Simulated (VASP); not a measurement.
Input of a VASP 6.6.1 run:

Contents of INCAR:

```
SYSTEM = AlN
PREC = Accurate
ENCUT = 600
EDIFF = 1E-6
ISMEAR = 0
SIGMA = 0.01
LREAL = .False.
LASPH = .True.
NELM = 120
ALGO = Normal
ISIF = 2
LWAVE = .False.
LCHARG = .True.
GGA = PE
LELF = .True.
LVHAR = .True.
NBANDS = 11
GGA_COMPAT = .False.
```

File KPOINTS:

```
Automatic mesh
0
Gamma
  4 4 4
  0 0 0
```

POSCAR

```
AlN
1.0
    0.0000000000      2.1839935600      2.1839935600
    2.1839935600      0.0000000000      2.1839935600
    2.1839935600      2.1839935600      0.0000000000
Al N
1 1
Direct
    0.0000000000      0.0000000000      0.0000000000
    0.2500000000      0.2500000000      0.2500000000
```

Potentials or basis: VASP PAW PBE potentials, release 64 (Al, N).

Launch:

```sh
$ cat potpaw_PBE.64/Al/POTCAR potpaw_PBE.64/N/POTCAR > POTCAR
$ mpirun -np 1 vasp_std > vasp.out
```

(1) Estimate the band gap on the k mesh.

(2) What does it give for the pressure?

Results:

(1) 3.29 eV (least direct gap 4.18 eV).

(2) 4.5 GPa.

Caveat: the k points lie up to 0.62 Å⁻¹ apart.
